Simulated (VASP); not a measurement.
# Re (P6_3/mmc) in VASP: further runs

The runs below take Re through electric field gradients, with PBE.

All numbers are computed with VASP 6.6.1; they aren't measurements. Logs are shortened: lines on timing, memory, paths and dates and some standing lists are left out, and cuts for length are marked.

## Step 1: The cell of the first run

The structure is hexagonal, space group P6_3/mmc (No. 194). Conventional cell: a = 2.594 Å, b = 2.594 Å, c = 4.148 Å, α = 90.00°, β = 90.00°, γ = 120.00°. Within 3.4 Å of Re (site symmetry -6m2) lie 12 Re at 2.56 to 2.59 Å.

## Step 2: Electric field gradients, PBE (volume scaled by 0.99)

INCAR reads:

```
SYSTEM = Re
PREC     = Accurate       ! precision mode
ENCUT    = 520            ! plane-wave cutoff, eV
EDIFF    = 1E-8           ! SCF threshold, eV
ISMEAR   = -1             ! smearing method
SIGMA    = 0.05           ! smearing width, eV
LREAL    = .FALSE.        ! projectors in reciprocal space
LASPH    = .TRUE.         ! aspherical terms in the spheres
NELM     = 80             ! most SCF steps
ALGO     = Normal         ! electronic algorithm
ISIF     = 2              ! what is computed and relaxed
LWAVE    = .FALSE.        ! write WAVECAR
LCHARG   = .FALSE.        ! write CHGCAR
GGA      = PE             ! functional
LEFG     = .TRUE.       
NBANDS   = 14             ! bands
```

KPOINTS reads:

```
regular mesh
0
G
  14 14 8
  0 0 0
```

POSCAR reads:

```
Re
1.0
    2.5941956526      0.0000000000      0.0000000000
   -1.2970978263      2.2466393375      0.0000000000
    0.0000000000      0.0000000000      4.1480801636
Re
2
Direct
    0.3333333333      0.6666666667      0.2500000000
    0.6666666667      0.3333333333      0.7500000000
```

Potentials or basis: VASP PAW PBE potentials, release 64 (Re).

Command:

```sh
cat potpaw_PBE.64/Re/POTCAR > POTCAR
mpirun -np 1 vasp_std > vasp.out
```

OUTCAR:

```text
SYSTEM = Re
   PREC = Accurate
   ENCUT = 520
   EDIFF = 1E-8
   ISMEAR = -1
   LREAL = .FALSE.
   LASPH = .TRUE.
   NELM = 80
   ISIF = 2
   GGA = PE

 ion  position               nearest neighbor table
   1  0.333  0.667  0.250-   2 2.56   2 2.56   2 2.56   2 2.56   2 2.56   2 2.56
   2  0.667  0.333  0.750-   1 2.56   1 2.56   1 2.56   1 2.56   1 2.56   1 2.56

  LATTYP: Found a hexagonal cell.
 ALAT       =     2.5941956526
 C/A-ratio  =     1.5989850879

  Lattice vectors:

 A1 = (   2.5941956526,   0.0000000000,   0.0000000000)
 A2 = (  -1.2970978263,   2.2466393375,   0.0000000000)
 A3 = (   0.0000000000,   0.0000000000,   4.1480801636)

Analysis of symmetry for initial positions (statically):
=====================================================================
 Subroutine PRICEL returns:
 Original cell was already a primitive cell.

 Routine SETGRP: Setting up the symmetry group for a
 hexagonal supercell.

 Subroutine GETGRP returns: Found 24 space group operations
 (whereof 12 operations were pure point group operations)
 out of a pool of 24 trial point group operations.

The static configuration has the point symmetry D_3d.
 The point group associated with its full space group is D_6h.

Analysis of symmetry for dynamics (positions and initial velocities):
=====================================================================
 Subroutine PRICEL returns:
 Original cell was already a primitive cell.

 Routine SETGRP: Setting up the symmetry group for a
 hexagonal supercell.

 Subroutine GETGRP returns: Found 24 space group operations
 (whereof 12 operations were pure point group operations)
 out of a pool of 24 trial point group operations.

The dynamic configuration has the point symmetry D_3d.
 The point group associated with its full space group is D_6h.

 Subroutine INISYM returns: Found 24 space group operations
 (whereof 12 operations are pure point group operations),
 and found     1 'primitive' translations

----------------------------------------------------------------------------------------

                                     Primitive cell

  volume of cell :      24.1759

  direct lattice vectors                    reciprocal lattice vectors
[... 131 lines left out ...]
  free energy    TOTEN  =       -23.00737036 eV

  energy without entropy =      -22.99715186  energy(sigma->0) =      -23.00226111

 E-fermi :  10.5155     XC(G=0): -14.8369

 val. band max:       10.5110949966   @ k =   0.1429   0.0714   0.0000
 cond. band min:      10.5218598034   @ k =   0.1429   0.0000   0.0000
 fundamental gap:      0.0107648068
 Fermi energy:        10.5155171095

 k-point     1 :       0.0000    0.0000    0.0000
  band No.  band energies     occupation
      1      -0.6782      2.00000
      2       2.3017      2.00000
      3       8.2875      2.00000
      4       8.2875      2.00000
      5       8.5009      2.00000
      6       9.4740      2.00000
      7       9.4740      2.00000
      8      10.5672      0.52496
      9      10.5672      0.52496
     10      11.9396      0.00000
     11      14.8459      0.00000
     12      14.8459      0.00000
     13      23.3815      0.00000
     14      24.7865      0.00000
[... 377 lines left out ...]
      1       3.5098      2.00000
      2       5.4369      2.00000
      3       5.4816      2.00000
      4       6.5667      2.00000
      5       7.6643      2.00000
      6       8.1045      2.00000
      7      10.4978      1.17513
      8      14.2749      0.00000
      9      14.9452      0.00000
     10      15.3176      0.00000
     11      18.7718      0.00000
     12      18.9290      0.00000
     13      20.9379      0.00000
     14      27.8971      0.00000

 [... further k-points ...]
[... 5 lines left out ...]
  --------------------------------------------------------------------------------------
  -------------------------------------------------------------------------------------
  Total       18.4897132     18.4897132     19.7601987     -0.0000000      0.0000000      0.0000000
  in kB     1225.3425923   1225.3425922   1309.5396825     -0.0000000      0.0000000      0.0000000
  external PRESSURE =    1253.4082890 kB  Pullay stress =       0.0000000 kB

 VOLUME and BASIS-vectors are now :
 -----------------------------------------------------------------------------
  energy-cutoff  :      520.00
  volume of cell :       24.18
      direct lattice vectors                 reciprocal lattice vectors
     2.594195653  0.000000000  0.000000000     0.385475937  0.222554636  0.000000000
    -1.297097826  2.246639337  0.000000000     0.000000000  0.445109272  0.000000000
     0.000000000  0.000000000  4.148080164     0.000000000  0.000000000  0.241075380

 POSITION                                       TOTAL-FORCE (eV/Angst)
 -----------------------------------------------------------------------------------
     -0.00000      1.49776      1.03702         0.000000      0.000000      0.000000
      1.29710      0.74888      3.11106        -0.000000      0.000000      0.000000
 -----------------------------------------------------------------------------------
    total drift:                                0.000000     -0.000000     -0.000000

  FREE ENERGIE OF THE ION-ELECTRON SYSTEM (eV)
  ---------------------------------------------------
  free  energy   TOTEN  =       -23.0073703592 eV

  energy  without entropy=      -22.9971518593  energy(sigma->0) =      -23.00226111

 Electric field gradients (V/A^2)
---------------------------------------------------------------------
 ion       V_xx      V_yy      V_zz      V_xy      V_xz      V_yz
---------------------------------------------------------------------
   1      53.315    53.315  -106.630     0.000     0.000    -0.000
   2      53.315    53.315  -106.630     0.000    -0.000     0.000
---------------------------------------------------------------------

 Electric field gradients after diagonalization (V/A^2)
 (convention: |V_zz| > |V_xx| > |V_yy|)
----------------------------------------------------------------------
 ion       V_xx      V_yy      V_zz     asymmetry (V_yy - V_xx)/ V_zz
----------------------------------------------------------------------
   1      53.315    53.315  -106.630       0.000
   2      53.315    53.315  -106.630       0.000
----------------------------------------------------------------------

           NMR quadrupolar parameters

 Cq : quadrupolar parameter    Cq=e*Q*V_zz/h
 eta: asymmetry parameters     (V_yy - V_xx)/ V_zz
 Q  : nuclear electric quadrupole moment in mb (millibarn)
----------------------------------------------------------------------
 ion       Cq(MHz)       eta       Q (mb)
----------------------------------------------------------------------
   1      -0.258       0.000       1.000
   2      -0.258       0.000       1.000
----------------------------------------------------------------------
```

stdout:

```text
POSCAR found type information on POSCAR Re
 POSCAR found :  1 types and       2 ions
 scaLAPACK will be used
 LDA part: xc-table for (Slater+PW92), standard interpolation
 POSCAR, INCAR and KPOINTS ok, starting setup
 FFT: planning ... GRIDC
 FFT: planning ... GRID_SOFT
 FFT: planning ... GRID
 WAVECAR not read
 entering main loop
ion   1

ion   2
```

It took 31 s on 1 thread of Intel Xeon Platinum 8259CL at 2.50GHz (Skylake/Cascade Lake), shared host; peak memory 0.16 GiB.

Results:

- Free energy: -23.0074 eV
- Pressure: 125.3 GPa
- Band gap on the k mesh: zero (band 7 reaches 12.47 eV, above the bottom of band 8 at 8.10 eV)

Levels at points of the mesh, in eV from the Fermi level:
```csv
k point,band 4,band 5,band 6,band 7,band 8,band 9,band 10,band 11
"(0.00, 0.00, 0.00)",-2.23,-2.01,-1.04,-1.04,0.05,0.05,1.42,4.33
"(0.50, 0.00, 0.00)",-2.77,-1.68,-1.54,-0.59,5.19,5.97,5.98,8.06
"(0.00, 0.00, 0.50)",-2.87,-2.41,-2.41,-2.41,-2.41,3.38,3.38,3.38
"(0.50, 0.00, 0.50)",-5.37,0.37,0.37,1.53,1.53,5.64,5.64,6.32
```

Electric field gradients, principal values (V/Å²):
```csv
atom,least,middle,greatest (by size)
1 Re,53.315,53.315,-106.630
2 Re,53.315,53.315,-106.630
```

Caveat: without QUAD_EFG the Cq values of the log hold for a quadrupole moment of 1 mb, not for the nuclei; spin-orbit coupling is left out, which moves the levels of the heavy elements.

## Step 3: Electric field gradients, PBE (volume scaled by 1.01)

INCAR reads:

```
PREC     = Accurate       # precision mode
ENCUT    = 520            # plane-wave cutoff, eV
EDIFF    = 1E-8           # SCF threshold, eV
ISMEAR   = -1             # smearing method
SIGMA    = 0.05           # smearing width, eV
LREAL    = F              # projectors in reciprocal space
LASPH    = T              # aspherical terms in the spheres
NELM     = 100            # most SCF steps
ALGO     = Normal         # electronic algorithm
ISIF     = 2              # what is computed and relaxed
LWAVE    = F              # write WAVECAR
LCHARG   = F              # write CHGCAR
GGA      = PE             # functional
LEFG     = T            
NBANDS   = 14             # bands
```

KPOINTS reads:

```
Automatic mesh
0
Gamma
  14 14 8
```

POSCAR reads:

```
Re
1.0
    2.6115486478      0.0000000000      0.0000000000
   -1.3057743239      2.2616674722      0.0000000000
    0.0000000000      0.0000000000      4.1758273441
Re
2
Direct
    0.3333333333      0.6666666667      0.2500000000
    0.6666666667      0.3333333333      0.7500000000
```

Potentials or basis: VASP PAW PBE potentials, release 64 (Re).

Command:

```sh
cat potpaw_PBE.64/Re/POTCAR > POTCAR
mpirun -np 1 vasp_std > vasp.out
```

OUTCAR:

```text
PREC = Accurate
   ENCUT = 520
   EDIFF = 1E-8
   ISMEAR = -1
   LREAL = F
   LASPH = T
   NELM = 100
   ISIF = 2
   GGA = PE

 ion  position               nearest neighbor table
   1  0.333  0.667  0.250-   2 2.58   2 2.58   2 2.58   2 2.58   2 2.58   2 2.58
   2  0.667  0.333  0.750-   1 2.58   1 2.58   1 2.58   1 2.58   1 2.58   1 2.58

  LATTYP: Found a hexagonal cell.
 ALAT       =     2.6115486478
 C/A-ratio  =     1.5989850879

  Lattice vectors:

[... 622 lines left out ...]

  FREE ENERGIE OF THE ION-ELECTRON SYSTEM (eV)
  ---------------------------------------------------
  free  energy   TOTEN  =       -23.3639019349 eV

  energy  without entropy=      -23.3533988994  energy(sigma->0) =      -23.35865042

 Electric field gradients (V/A^2)
---------------------------------------------------------------------
 ion       V_xx      V_yy      V_zz      V_xy      V_xz      V_yz
---------------------------------------------------------------------
   1      53.367    53.367  -106.733     0.000     0.000    -0.000
   2      53.367    53.367  -106.733     0.000    -0.000     0.000
---------------------------------------------------------------------

 Electric field gradients after diagonalization (V/A^2)
 (convention: |V_zz| > |V_xx| > |V_yy|)
----------------------------------------------------------------------
 ion       V_xx      V_yy      V_zz     asymmetry (V_yy - V_xx)/ V_zz
----------------------------------------------------------------------
   1      53.367    53.366  -106.733       0.000
   2      53.367    53.366  -106.733       0.000
----------------------------------------------------------------------

           NMR quadrupolar parameters

 Cq : quadrupolar parameter    Cq=e*Q*V_zz/h
 eta: asymmetry parameters     (V_yy - V_xx)/ V_zz
 Q  : nuclear electric quadrupole moment in mb (millibarn)
----------------------------------------------------------------------
 ion       Cq(MHz)       eta       Q (mb)
----------------------------------------------------------------------
   1      -0.258       0.000       1.000
   2      -0.258       0.000       1.000
----------------------------------------------------------------------
```

OSZICAR:

```text
N       E                     dE             d eps       ncg     rms          rms(c)
DAV:   1     0.227438011526E+02    0.22744E+02   -0.69696E+03  6720   0.131E+03
DAV:   2    -0.235781688904E+02   -0.46322E+02   -0.41505E+02  5430   0.313E+02
DAV:   3    -0.244992442937E+02   -0.92108E+00   -0.89841E+00  5252   0.410E+01
DAV:   4    -0.245073028212E+02   -0.80585E-02   -0.80541E-02  5064   0.248E+00
DAV:   5    -0.245074486592E+02   -0.14584E-03   -0.14583E-03  5212   0.604E-01    0.596E+01
DAV:   6    -0.237342639764E+02    0.77318E+00   -0.30293E-01  5824   0.143E+01    0.305E+01
DAV:   7    -0.233688980366E+02    0.36537E+00   -0.37934E-01  5842   0.154E+01    0.347E-01
DAV:   8    -0.233647601693E+02    0.41379E-02   -0.49392E-03  5518   0.672E-01    0.271E-01
DAV:   9    -0.233638792622E+02    0.88091E-03   -0.56207E-04  5740   0.263E-01    0.436E-02
DAV:  10    -0.233639085963E+02   -0.29334E-04   -0.62326E-05  5548   0.891E-02    0.163E-02
DAV:  11    -0.233639021138E+02    0.64824E-05   -0.13405E-06  5606   0.187E-02    0.245E-03
DAV:  12    -0.233639019776E+02    0.13624E-06   -0.26274E-08  4190   0.309E-03    0.636E-04
DAV:  13    -0.233639019618E+02    0.15782E-07   -0.45531E-09  2850   0.188E-03    0.640E-04
DAV:  14    -0.233639019412E+02    0.20567E-07   -0.35741E-09  2626   0.178E-03    0.193E-04
DAV:  15    -0.233639019349E+02    0.63069E-08   -0.24947E-09  2430   0.135E-03
   1 F= -.23363902E+02 E0= -.23358650E+02  d E =-.105030E-01
```

stdout:

```text
POSCAR found type information on POSCAR Re
 POSCAR found :  1 types and       2 ions
 scaLAPACK will be used
 LDA part: xc-table for (Slater+PW92), standard interpolation
 POSCAR, INCAR and KPOINTS ok, starting setup
 FFT: planning ... GRIDC
 FFT: planning ... GRID_SOFT
 FFT: planning ... GRID
 WAVECAR not read
 entering main loop
ion   1

ion   2
```

It took 35 s on 1 thread of Intel Xeon Platinum 8259CL at 2.50GHz (Skylake/Cascade Lake), shared host; peak memory 0.16 GiB.

Results:

```
Free energy            : -23.3639 eV
Pressure               : 108.7 GPa
Band gap on the k mesh : zero (band 7 reaches 12.14 eV, above the bottom of band 8 at 7.90 eV)
```

Levels at points of the mesh, in eV from the Fermi level:
| k point | band 3 | band 4 | band 5 | band 6 | band 7 | band 8 | band 9 | band 10 | band 11 | band 12 |
| --- | --- | --- | --- | --- | --- | --- | --- | --- | --- | --- |
| (0.00, 0.00, 0.00) | -2.15 | -2.15 | -1.94 | -1.00 | -1.00 | 0.07 | 0.07 | 1.33 | 4.23 | 4.23 |
| (0.50, 0.00, 0.00) | -6.64 | -2.67 | -1.70 | -1.51 | -0.58 | 5.06 | 5.80 | 5.81 | 7.84 | 8.91 |
| (0.00, 0.00, 0.50) | -2.81 | -2.81 | -2.33 | -2.33 | -2.33 | -2.33 | 3.30 | 3.30 | 3.30 | 3.30 |
| (0.50, 0.00, 0.50) | -5.21 | -5.21 | 0.38 | 0.38 | 1.45 | 1.45 | 5.49 | 5.49 | 6.15 | 6.15 |

Electric field gradients, principal values (V/Å²):
```csv
atom,least,middle,greatest (by size)
1 Re,53.366,53.367,-106.733
2 Re,53.366,53.367,-106.733
```

Caveat: without QUAD_EFG the Cq values of the log hold for a quadrupole moment of 1 mb, not for the nuclei; spin-orbit coupling is left out, which moves the levels of the heavy elements.
